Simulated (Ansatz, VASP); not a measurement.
Si: VASP beside Ansatz

INCAR

```
SYSTEM = Si
PREC = Accurate
ENCUT = 500
EDIFF = 1E-6
ISMEAR = 0
SIGMA = 0.01
LREAL = .FALSE.
LASPH = .TRUE.
NELM = 120
ALGO = Normal
ISIF = 2
LWAVE = .FALSE.
LCHARG = .TRUE.
GGA = PE
LELF = .TRUE.
LVHAR = .TRUE.
NBANDS = 11
GGA_COMPAT = .FALSE.
```

The input KPOINTS:

```
regular mesh
0
G
  6 6 6
  0 0 0
```

Contents of POSCAR:

```
Si
1.0
    0.0000000000      2.7135600000      2.7135600000
    2.7135600000      0.0000000000      2.7135600000
    2.7135600000      2.7135600000      0.0000000000
Si
2
Direct
    0.7500000000      0.7500000000      0.7500000000
    0.5036851958      0.4963148042      0.5036851958
```

Input for Ansatz:

```yaml
crystal:
  lattice:
    - [0.0, 2.71356, 2.71356]
    - [2.71356, 0.0, 2.71356]
    - [2.71356, 2.71356, 0.0]
  atoms:
    - { symbol: Si, position: [0.7499999999999999, 0.7499999999999999, 0.7499999999999999] }
    - { symbol: Si, position: [0.5036851958313064, 0.4963148041686935, 0.5036851958313064] }
basis:
  ecutwfc: 421.77648681281397
kpoints:
  mp_grid:
    grid: [6, 6, 6]
hamiltonian:
  xc: pbe
  pseudopotentials:
    kind: paw
scf:
  occupations:
    method: fixed
output:
  forces: true
```

Alike in both runs: task single point; functional PBE; k mesh 6 × 6 × 6; no spin polarisation.

|  | VASP | Ansatz |
| --- | --- | --- |
| version | VASP 6.6.1 | Ansatz 0.2.0 |
| potentials or method | VASP PAW PBE potentials, release 64 (Si), cutoff 500 eV | plane waves, PAW |
| occupations | gaussian, width 0.01 eV | fixed |
| valence electrons in the cell | 8 | 8 |

Ansatz gave:

* rms of the force components (eV/Å): 0.159

Question: Which values does VASP return?

Answer: rms of the force components (eV/Å): 0.158.

Atom by atom the forces differ by 0.000 eV/Å (rms over components).
